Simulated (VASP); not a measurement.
# SnSe (Fm-3m) in VASP: a series of runs

Aim: see how the results for SnSe move with the level of theory and the settings. Levels: revPBE, BLYP+D3(BJ). Tasks: single point.

All numbers are computed with VASP 6.6.1; they aren't measurements. Logs are shortened: lines on timing, memory, paths and dates and some standing lists are left out, and cuts for length are marked.

### Step 1. The cell of the first run

The structure is cubic, space group Fm-3m (No. 225). The conventional cell has a = 5.980 Å, b = 5.980 Å, c = 5.980 Å, α = 90.00°, β = 90.00°, γ = 90.00°. Within 3.9 Å of Sn (site symmetry m-3m) lie 6 Se at 2.99 Å. Within 3.9 Å of Se (site symmetry m-3m) lie 6 Sn at 2.99 Å.

### Step 2. Single point, revPBE

Contents of INCAR:

```
SYSTEM = SnSe
PREC     = Accurate       ! precision mode
ENCUT    = 520            ! plane-wave cutoff, eV
EDIFF    = 1E-6           ! SCF threshold, eV
ISMEAR   = -1             ! smearing method
SIGMA    = 0.05           ! smearing width, eV
LREAL    = .False.        ! projectors in reciprocal space
LASPH    = .True.         ! aspherical terms in the spheres
NELM     = 100            ! most SCF steps
ALGO     = Normal         ! electronic algorithm
ISIF     = 2              ! what is computed and relaxed
LWAVE    = .False.        ! write WAVECAR
LCHARG   = .False.        ! write CHGCAR
GGA      = RE             ! functional
NBANDS   = 17             ! bands
```

Contents of KPOINTS:

```
regular mesh
0
Gamma
  8 8 8
  0 0 0
```

Contents of POSCAR:

```
SnSe
1.0
    0.0000000000      2.9897980490      2.9897980490
    2.9897980490      0.0000000000      2.9897980490
    2.9897980490      2.9897980490      0.0000000000
Sn Se
1 1
Direct
    0.0000000000      0.0000000000      0.0000000000
    0.5000000000      0.5000000000      0.5000000000
```

Potentials or basis: VASP PAW PBE potentials, release 64 (Sn_d, Se).

Launch:

```console
$ cat potpaw_PBE.64/Sn_d/POTCAR potpaw_PBE.64/Se/POTCAR > POTCAR
$ mpirun -np 1 vasp_std > vasp.out
```

OUTCAR:

```text
SYSTEM = SnSe
   PREC = Accurate
   ENCUT = 520
   EDIFF = 1E-6
   ISMEAR = -1
   LREAL = .False.
   LASPH = .True.
   NELM = 100
   ISIF = 2
   GGA = RE

 ion  position               nearest neighbor table
   1  0.000  0.000  0.000-   2 2.99   2 2.99   2 2.99   2 2.99   2 2.99   2 2.99
   2  0.500  0.500  0.500-   1 2.99   1 2.99   1 2.99   1 2.99   1 2.99   1 2.99

  LATTYP: Found a face centered cubic cell.
 ALAT       =     5.9795960980

  Lattice vectors:

 A1 = (   0.0000000000,   2.9897980490,   2.9897980490)
 A2 = (   2.9897980490,   0.0000000000,   2.9897980490)
 A3 = (   2.9897980490,   2.9897980490,   0.0000000000)

Analysis of symmetry for initial positions (statically):
=====================================================================
 Subroutine PRICEL returns:
 Original cell was already a primitive cell.

 Routine SETGRP: Setting up the symmetry group for a
 face centered cubic supercell.

 Subroutine GETGRP returns: Found 48 space group operations
[... 9 lines left out ...]

 Routine SETGRP: Setting up the symmetry group for a
 face centered cubic supercell.

 Subroutine GETGRP returns: Found 48 space group operations
[... 11 lines left out ...]
                                     Primitive cell

  volume of cell :      53.4510

  direct lattice vectors                    reciprocal lattice vectors
     0.000000000  2.989798049  2.989798049    -0.167235376  0.167235376  0.167235376
     2.989798049  0.000000000  2.989798049     0.167235376 -0.167235376  0.167235376
     2.989798049  2.989798049  0.000000000     0.167235376  0.167235376 -0.167235376

  length of vectors
     4.228212950  4.228212950  4.228212950     0.289660168  0.289660168  0.289660168

  position of ions in fractional coordinates (direct lattice)
     0.000000000  0.000000000  0.000000000
     0.500000000  0.500000000  0.500000000

  ion indices of the primitive-cell ions
   primitive index   ion index
                 1           1
                 2           2

----------------------------------------------------------------------------------------

 KPOINTS: regular mesh

Automatic generation of k-mesh.
 Grid dimensions read from file:
 generate k-points for:    8    8    8

 Generating k-lattice:

  Cartesian coordinates                     Fractional coordinates (reciprocal lattice)
    -0.020904422  0.020904422  0.020904422     0.125000000  0.000000000  0.000000000
     0.020904422 -0.020904422  0.020904422     0.000000000  0.125000000  0.000000000
     0.020904422  0.020904422 -0.020904422     0.000000000  0.000000000  0.125000000

  Length of vectors
     0.036207521  0.036207521  0.036207521

  Shift w.r.t. Gamma in fractional coordinates (k-lattice)
     0.000000000  0.000000000  0.000000000

 Subroutine IBZKPT returns following result:
 ===========================================

 Found     29 irreducible k-points:

 Following reciprocal coordinates:
            Coordinates               Weight
  0.000000  0.000000  0.000000      1.000000
  0.125000  0.000000  0.000000      8.000000
  0.250000  0.000000  0.000000      8.000000
  0.375000  0.000000  0.000000      8.000000
  0.500000  0.000000  0.000000      4.000000
  0.125000  0.125000  0.000000      6.000000
[... 16 lines left out ...]
  0.500000  0.250000  0.125000     48.000000
 -0.375000  0.250000  0.125000     24.000000
 [... further k-points ...]
   k-points           NKPTS =     29   k-points in BZ     NKDIM =     29   number of bands    NBANDS=     17
   number of dos      NEDOS =    301   number of ions     NIONS =      2
   total plane-waves  NPLWV =  32768
   dimension x,y,z NGX =    32 NGY =   32 NGZ =   32
   dimension x,y,z NGXF=    64 NGYF=   64 NGZF=   64
   ions per type =               1   1
   NGX,Y,Z   is equivalent  to a cutoff of  12.58, 12.58, 12.58 a.u.
   NGXF,Y,Z  is equivalent  to a cutoff of  25.16, 25.16, 25.16 a.u.
 SYSTEM =  SnSe
   PREC   = accura    normal or accurate (medium, high low for compatibility)
   ISTART =      0    job   : 0-new  1-cont  2-samecut
   ICHARG =      2    charge: 1-file 2-atom 10-const
   ISPIN  =      1    spin polarized calculation?
   LNONCOLLINEAR =      F non collinear calculations
   LSORBIT =      F    spin-orbit coupling
   LASPH  =      T    aspherical Exc in radial PAW
   ENCUT  =  520.0 eV  38.22 Ry    6.18 a.u.   7.86  7.86  7.86*2*pi/ulx,y,z
   NELM   =    100;   NELMIN=  2; NELMDL= -5     # of ELM steps
   EDIFF  = 0.1E-05   stopping-criterion for ELM
   LREAL  =      F    real-space projection
   EDIFFG = 0.1E-04   stopping-criterion for IOM
   NSW    =      0    number of steps for IOM
   IBRION =     -1    ionic relax: 0-MD 1-quasi-New 2-CG
   NFREE  =      0    steps in history (QN), initial steepest desc. (CG)
   ISIF   =      2    stress and relaxation
   ISYM   =      2    0-nonsym 1-usesym 2-fastsym
   POTIM  = 0.5000    time-step for ionic-motion
   TEBEG  =    0.0;   TEEND  =   0.0 temperature during run
   PSTRESS=    0.0 pullay stress
   NELECT =      20.0000    total number of electrons
   NUPDOWN=      -1.0000    fix difference up-down
   EMIN   =  10.00;   EMAX   =-10.00  energy-range for DOS
   EFERMI =   0.00;   METHOD = LEGACY
   ISMEAR =    -1;   SIGMA  =   0.05  broadening in eV -4-tet -1-fermi 0-gaus
   EFERMI_NEDOS =   21; number of points for ismear=-14 and -15
   IALGO  =     38    algorithm
   IMIX   =      4    mixing-type and parameters
     AMIX     =   0.40;   BMIX     =  1.00
     AMIX_MAG =   1.60;   BMIX_MAG =  1.00
  volume/ion in A,a.u.               =      26.73       180.35
  Fermi-wavevector in a.u.,A,eV,Ry     =   1.179686  2.229283 18.934661  1.391658
  Thomas-Fermi vector in A             =   2.315992
   LORBIT       =      0    0 simple, 1 ext, 2 COOP (PROOUT), +10 PAW based schemes
   GGA     = RE    functional components
   LHFCALC =     F    Hartree Fock is set to
   AEXX    =    0.0000 exact exchange contribution
   IVDW    =     0    specifies the selected vdW correction
   LEPSILON=     F    determine dielectric tensor
   LRPA    =     F    only Hartree local field effects (RPA)
 non-spin polarized calculation
  energy-cutoff  :      520.00
  volume of cell :       53.45
 maximum number of plane-waves:      1459
   NGX = 15   NGY = 15   NGZ = 15

 number of electron      20.0000008 magnetization

 Free energy of the ion-electron system (eV)
  ---------------------------------------------------
  ext. energy  EPLUGINS =         0.00000000
  ---------------------------------------------------
  free energy    TOTEN  =        -7.58599727 eV

  energy without entropy =       -7.58595826  energy(sigma->0) =       -7.58597776

 E-fermi :   6.2209     XC(G=0):  -9.6051

 val. band max:        5.9269665108   @ k =   0.5000   0.0000   0.0000
 cond. band min:       6.5725734335   @ k =   0.5000   0.0000   0.0000
 fundamental gap:      0.6456069227
 Fermi energy:         6.2209489370

 k-point     1 :       0.0000    0.0000    0.0000
  band No.  band energies     occupation
      1     -15.7576      2.00000
      2     -15.7576      2.00000
      3     -15.7576      2.00000
      4     -15.7541      2.00000
      5     -15.7541      2.00000
      6      -8.0950      2.00000
[... 9 lines left out ...]
     16      11.7474      0.00000
     17      14.0584      0.00000

 k-point     2 :       0.1250    0.0000    0.0000
  band No.  band energies     occupation
      1     -15.7572      2.00000
      2     -15.7569      2.00000
      3     -15.7569      2.00000
      4     -15.7539      2.00000
      5     -15.7539      2.00000
      6      -7.9817      2.00000
[... 9 lines left out ...]
     16      12.1252      0.00000
     17      15.1235      0.00000

 k-point     3 :       0.2500    0.0000    0.0000
  band No.  band energies     occupation
      1     -15.7592      2.00000
      2     -15.7592      2.00000
      3     -15.7562      2.00000
      4     -15.7498      2.00000
      5     -15.7498      2.00000
      6      -7.6757      2.00000
[... 9 lines left out ...]
     16      13.0967      0.00000
     17      17.3196      0.00000

 k-point     4 :       0.3750    0.0000    0.0000
  band No.  band energies     occupation
      1     -15.7622      2.00000
      2     -15.7622      2.00000
      3     -15.7553      2.00000
      4     -15.7449      2.00000
      5     -15.7449      2.00000
      6      -7.3038      2.00000
[... 9 lines left out ...]
     16      14.5881      0.00000
     17      17.5055      0.00000

 k-point     5 :       0.5000    0.0000    0.0000
  band No.  band energies     occupation
      1     -15.7635      2.00000
      2     -15.7635      2.00000
      3     -15.7550      2.00000
      4     -15.7430      2.00000
      5     -15.7430      2.00000
      6      -7.1200      2.00000
[... 9 lines left out ...]
     16      16.1201      0.00000
     17      16.1397      0.00000

 k-point     6 :       0.1250    0.1250    0.0000
  band No.  band energies     occupation
      1     -15.7586      2.00000
      2     -15.7572      2.00000
      3     -15.7549      2.00000
      4     -15.7549      2.00000
      5     -15.7528      2.00000
      6      -7.9438      2.00000
[... 9 lines left out ...]
     16      12.8176      0.00000
     17      14.2620      0.00000

 k-point     7 :       0.2500    0.1250    0.0000
  band No.  band energies     occupation
      1     -15.7611      2.00000
      2     -15.7583      2.00000
      3     -15.7553      2.00000
      4     -15.7516      2.00000
      5     -15.7489      2.00000
      6      -7.7011      2.00000
[... 9 lines left out ...]
     16      13.7838      0.00000
     17      15.5753      0.00000

 k-point     8 :       0.3750    0.1250    0.0000
  band No.  band energies     occupation
      1     -15.7647      2.00000
      2     -15.7581      2.00000
      3     -15.7561      2.00000
      4     -15.7481      2.00000
      5     -15.7442      2.00000
      6      -7.3449      2.00000
[... 9 lines left out ...]
     16      15.1913      0.00000
     17      17.4419      0.00000
[... 203 lines left out ...]
      1     -15.7814      2.00000
      2     -15.7624      2.00000
      3     -15.7479      2.00000
      4     -15.7407      2.00000
      5     -15.7399      2.00000
      6      -6.8740      2.00000
[... 9 lines left out ...]
     16      17.2202      0.00000
     17      17.5133      0.00000

 k-point    20 :      -0.3750    0.3750    0.0000
  band No.  band energies     occupation
      1     -15.7771      2.00000
      2     -15.7575      2.00000
      3     -15.7514      2.00000
      4     -15.7436      2.00000
      5     -15.7413      2.00000
      6      -6.8289      2.00000
[... 9 lines left out ...]
     16      15.8881      0.00000
     17      18.2823      0.00000

 k-point    21 :       0.5000    0.5000    0.0000
  band No.  band energies     occupation
      1     -15.7852      2.00000
      2     -15.7646      2.00000
      3     -15.7459      2.00000
      4     -15.7387      2.00000
      5     -15.7387      2.00000
      6      -6.8241      2.00000
[... 9 lines left out ...]
     16      17.7479      0.00000
     17      18.5539      0.00000

 k-point    22 :       0.3750    0.2500    0.1250
  band No.  band energies     occupation
      1     -15.7650      2.00000
      2     -15.7582      2.00000
      3     -15.7552      2.00000
      4     -15.7485      2.00000
      5     -15.7458      2.00000
      6      -7.4305      2.00000
[... 9 lines left out ...]
     16      15.4021      0.00000
     17      15.5369      0.00000

 k-point    23 :       0.5000    0.2500    0.1250
  band No.  band energies     occupation
      1     -15.7679      2.00000
      2     -15.7573      2.00000
      3     -15.7549      2.00000
      4     -15.7465      2.00000
      5     -15.7437      2.00000
      6      -7.1142      2.00000
[... 9 lines left out ...]
     16      15.6653      0.00000
     17      17.0878      0.00000

 k-point    24 :      -0.3750    0.2500    0.1250
  band No.  band energies     occupation
      1     -15.7690      2.00000
      2     -15.7583      2.00000
      3     -15.7519      2.00000
      4     -15.7479      2.00000
      5     -15.7423      2.00000
      6      -6.9644      2.00000
[... 9 lines left out ...]
     16      16.7837      0.00000
     17      16.8240      0.00000

 [... further k-points ...]
[... 5 lines left out ...]
  --------------------------------------------------------------------------------------
  -------------------------------------------------------------------------------------
  Total        1.0767338      1.0767338      1.0767338      0.0000000      0.0000000      0.0000000
  in kB       32.2747853     32.2747853     32.2747853      0.0000000      0.0000000      0.0000000
  external PRESSURE =      32.2747853 kB  Pullay stress =       0.0000000 kB

 VOLUME and BASIS-vectors are now :
 -----------------------------------------------------------------------------
  energy-cutoff  :      520.00
  volume of cell :       53.45
      direct lattice vectors                 reciprocal lattice vectors
     0.000000000  2.989798049  2.989798049    -0.167235376  0.167235376  0.167235376
     2.989798049  0.000000000  2.989798049     0.167235376 -0.167235376  0.167235376
     2.989798049  2.989798049  0.000000000     0.167235376  0.167235376 -0.167235376

 POSITION                                       TOTAL-FORCE (eV/Angst)
 -----------------------------------------------------------------------------------
      0.00000      0.00000      0.00000         0.000000      0.000000      0.000000
      2.98980      2.98980      2.98980        -0.000000     -0.000000     -0.000000
 -----------------------------------------------------------------------------------
    total drift:                                0.000000     -0.000000     -0.000000

  FREE ENERGIE OF THE ION-ELECTRON SYSTEM (eV)
  ---------------------------------------------------
  free  energy   TOTEN  =        -7.5859972695 eV

  energy  without entropy=       -7.5859582584  energy(sigma->0) =       -7.58597776
```

It took 16 s on 1 thread of Intel Xeon Platinum 8488C (Sapphire Rapids), shared host; peak memory 0.18 GiB.

Results:

| Item | Value |
| --- | --- |
| Free energy | -7.5860 eV |
| Pressure | 3.2 GPa |
| Band gap on the k mesh | 0.65 eV, direct |

Caveat: the PAW data sets were made with another functional, which shifts forces and pressure a little; spin-orbit coupling is left out, which moves the levels of the heavy elements. A k mesh can miss the band edges.

### Step 3. Single point, revPBE

This run uses another cell than the first one, of 27.27 Å³/atom, 1.020 times its volume.

Contents of INCAR:

```
PREC     = Accurate       # precision mode
ENCUT    = 520            # plane-wave cutoff, eV
EDIFF    = 1E-6           # SCF threshold, eV
ISMEAR   = -1             # smearing method
SIGMA    = 0.05           # smearing width, eV
LREAL    = False          # projectors in reciprocal space
LASPH    = True           # aspherical terms in the spheres
NELM     = 60             # most SCF steps
ALGO     = Normal         # electronic algorithm
ISIF     = 2              # what is computed and relaxed
LWAVE    = False          # write WAVECAR
LCHARG   = True           # write CHGCAR
GGA      = RE             # functional
LELF     = True           # ELF
LVHAR    = True         
NBANDS   = 17             # bands
```

Contents of KPOINTS:

```
Automatic mesh
0
Gamma
  8 8 8
```

Contents of POSCAR:

```
SnSe
1.0
    0.0000000000      3.0100000000      3.0100000000
    3.0100000000      0.0000000000      3.0100000000
    3.0100000000      3.0100000000      0.0000000000
Sn Se
1 1
Direct
    0.0000000000      0.0000000000      0.0000000000
    0.5000000000      0.5000000000      0.5000000000
```

Potentials or basis: VASP PAW PBE potentials, release 64 (Sn_d, Se).

Launch:

```console
$ cat potpaw_PBE.64/Sn_d/POTCAR potpaw_PBE.64/Se/POTCAR > POTCAR
$ mpirun -np 1 vasp_std > vasp.out
```

It took 20 s on 1 thread of Intel Xeon Platinum 8488C (Sapphire Rapids), shared host; peak memory 0.18 GiB.

It converged, with:

```
Free energy            : -7.6044 eV
Pressure               : 2.1 GPa
Band gap on the k mesh : 0.55 eV, direct
```

Levels at points of the mesh, in eV from the valence-band top:
```csv
k point,band 6,band 7,band 8,band 9,band 10,band 11,band 12,band 13,band 14,band 15
"(0.00, 0.00, 0.00)",-13.90,-5.06,-2.24,-2.24,-2.24,4.30,4.30,4.30,5.83,5.83
"(0.50, 0.00, 0.00)",-12.97,-8.07,-2.00,-2.00,0.00,0.55,1.23,1.23,8.27,10.11
"(0.50, 0.50, 0.00)",-12.69,-6.01,-5.50,-3.68,-3.68,3.02,5.33,5.33,5.96,10.37
```

Caveat: the PAW data sets were made with another functional, which shifts forces and pressure a little; spin-orbit coupling is left out, which moves the levels of the heavy elements. A k mesh can miss the band edges.

### Step 4. Single point, BLYP+D3(BJ)

Contents of INCAR:

```
SYSTEM = SnSe
AGGAC    = 1.0          
AGGAX    = 1.0          
ALDAC    = 0.0          
ALDAX    = 1.0          
ALGO     = Normal         ! electronic algorithm
EDIFF    = 1E-7           ! SCF threshold, eV
ENCUT    = 520            ! plane-wave cutoff, eV
GGA      = B5             ! functional
ISIF     = 2              ! what is computed and relaxed
ISMEAR   = -1             ! smearing method
IVDW     = 12             ! dispersion correction
LASPH    = .TRUE.         ! aspherical terms in the spheres
LCHARG   = .TRUE.         ! write CHGCAR
LELF     = .TRUE.         ! ELF
LREAL    = .FALSE.        ! projectors in reciprocal space
LVHAR    = .TRUE.       
LWAVE    = .FALSE.        ! write WAVECAR
NBANDS   = 17             ! bands
NELM     = 100            ! most SCF steps
PREC     = Accurate       ! precision mode
SIGMA    = 0.05           ! smearing width, eV
VDW_A1   = 0.4298       
VDW_A2   = 4.2359       
VDW_S6   = 1.0          
VDW_S8   = 2.6996
```

Contents of KPOINTS:

```
k-points
0
G
  8 8 8
  0 0 0
```

Contents of POSCAR:

```
SnSe
1.0
    0.0000000000      2.9897980490      2.9897980490
    2.9897980490      0.0000000000      2.9897980490
    2.9897980490      2.9897980490      0.0000000000
Sn Se
1 1
Direct
    0.0000000000      0.0000000000      0.0000000000
    0.5000000000      0.5000000000      0.5000000000
```

Launch:

```console
$ cat potpaw_PBE.64/Sn_d/POTCAR potpaw_PBE.64/Se/POTCAR > POTCAR
$ mpirun -np 1 vasp_std > vasp.out
```

Wall time 24 s (1 thread of Intel Xeon Platinum 8488C (Sapphire Rapids), shared host); peak memory 0.19 GiB.

It converged, with:

```yaml
Free_energy: -8.6216 eV
Pressure: 1.1 GPa
Band_gap_on_the_k_mesh: 0.48 eV, direct
Dispersion_energy_per_atom: -0.835 eV
```

Levels at points of the mesh, in eV from the valence-band top:
```
           k point  band 8  band 9  band 10  band 11  band 12  band 13
(0.00, 0.00, 0.00)   -2.35   -2.35    -2.35     4.19     4.19     4.19
(0.50, 0.00, 0.00)   -2.07   -2.07     0.00     0.48     1.13     1.13
(0.50, 0.50, 0.00)   -5.61   -3.80    -3.80     3.20     5.26     5.26
```

Caveat: the PAW data sets were made with another functional, which shifts forces and pressure a little; spin-orbit coupling is left out, which moves the levels of the heavy elements.

### Step 5. Overview

```tsv
level	cell	gap on the mesh (eV)	pressure (GPa)
revPBE	a = 4.228 Å, angles 60.0°, 2 atoms	0.65	3.2
revPBE	a = 4.257 Å, angles 60.0°, 2 atoms	0.55	2.1
BLYP+D3(BJ)	a = 4.228 Å, angles 60.0°, 2 atoms	0.48	1.1
```

Alike in all rows: task single point; potentials or basis VASP PAW PBE potentials, release 64 (Sn_d, Se); no spin polarisation; k mesh 8 × 8 × 8; cutoff (eV) 520; smearing fermi-dirac 0.05 eV.

Caveats: the PAW data sets were made with another functional, which shifts forces and pressure a little; spin-orbit coupling is left out, which moves the levels of the heavy elements.

Absolute energies hang on the potentials; compare differences alone.
